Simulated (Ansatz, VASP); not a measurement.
CoW3 in VASP and in Ansatz

INCAR

```
PREC     = Accurate       # precision mode
ENCUT    = 520            # plane-wave cutoff, eV
EDIFF    = 1E-6           # SCF threshold, eV
ISMEAR   = 0              # smearing method
SIGMA    = 0.15           # smearing width, eV
LREAL    = F              # projectors in reciprocal space
LASPH    = T              # aspherical terms in the spheres
NELM     = 100            # most SCF steps
ALGO     = Fast           # electronic algorithm
ISIF     = 2              # what is computed and relaxed
LWAVE    = F              # write WAVECAR
LCHARG   = T              # write CHGCAR
GGA      = PS             # functional
LELF     = T              # ELF
LVHAR    = T            
NBANDS   = 34             # bands
```

Contents of KPOINTS:

```
regular mesh
0
Gamma
  12 12 12
```

POSCAR

```
CoW3
1.0
    3.8582449849      0.0000000000      0.0000000000
    0.0000000000      3.6846239606      0.0000000000
    0.0000000000      0.0000000000      3.8582449849
Co W
1 3
Direct
    0.0000000000      0.0000000000      0.0000000000
    0.0000000000      0.5000000000      0.5000000000
    0.5000000000      0.0000000000      0.5000000000
    0.5000000000      0.5000000000      0.0000000000
```

Input for Ansatz:

```yaml
crystal:
  lattice:
    - [3.8582449849, 0.0, 0.0]
    - [0.0, 3.6846239606, 0.0]
    - [0.0, 0.0, 3.8582449849]
  atoms:
    - { symbol: Co, position: [0.0, 0.0, 0.0] }
    - { symbol: W, position: [0.0, 0.5, 0.5] }
    - { symbol: W, position: [0.5, 0.0, 0.5] }
    - { symbol: W, position: [0.5, 0.5, 0.0] }
basis:
  ecutwfc: 420
kpoints:
  mp_grid: { grid: [12, 12, 12] }
hamiltonian:
  xc: pbesol
scf:
  occupations: { method: gaussian, width: 0.15 }
output:
  forces: true
  stress: true
  eigenvalues: true
```

Change from the starting cell: strain -0.0450 x Voigt [0, 1, 0, 0, 0, 0], atoms carried along.

Alike in both runs: task single point; functional PBEsol; k mesh 12 × 12 × 12; occupations gaussian, width 0.15 eV; no spin polarisation.

```csv
,VASP,Ansatz
version,VASP 6.6.1,Ansatz 0.2.0
potentials or method,"VASP PAW PBE potentials, release 64 (Co, W_sv), cutoff 520 eV","scalar-relativistic, plane waves, PAW"
valence electrons in the cell,51,59
```

VASP gave:

* gap on the k mesh at the Fermi level (eV): none
* pressure (GPa): 16.2
* traceless stress, the component that is largest in VASP (GPa): 0.81

Q: Which values does Ansatz return?

A: gap on the k mesh at the Fermi level (eV): none; pressure (GPa): 15.3; traceless stress, the component that is largest in VASP (GPa): 0.90.

VASP's potentials were made for PBE, not for PBEsol. A gap of «none» marks a metal or a gap that the smearing closes. The functional is the same, so the differences come from potentials, cutoffs and numerics. VASP's potentials hold 51 valence electrons a cell and Ansatz's 59, so a difference there can come from the potentials and not from the codes.

Neither program's run includes spin-orbit coupling.
